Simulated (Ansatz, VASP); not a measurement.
# Ti in VASP and in Ansatz

```
Ti
1.0
    -1.63551    1.63551    1.63551
     1.63551   -1.63551    1.63551
     1.63551    1.63551   -1.63551
Ti
1
Direct
  0.00000 0.00000 0.00000
```

Change from the starting cell: volume scaled by 0.99, crystal datasets.

Alike in both runs: task electric field gradients; functional PBE; k mesh 14 × 14 × 14; occupations fermi-dirac, width 0.05 eV; no spin polarisation.

```csv
,VASP,Ansatz
version,VASP 6.6.1,Ansatz 0.2.0
potentials or method,"VASP PAW PBE potentials, release 64 (Ti_sv), cutoff 520 eV","all-electron PAW with datasets made for the crystal, scalar-relativistic"
```

VASP gave:

| Item | Value |
| --- | --- |
| pressure (GPa) | -1.6 |

Question: Estimate Ansatz's values.

Answer: Pressure (GPa): -1.4.

Ansatz ran all-electron here, and VASP with PAW potentials.
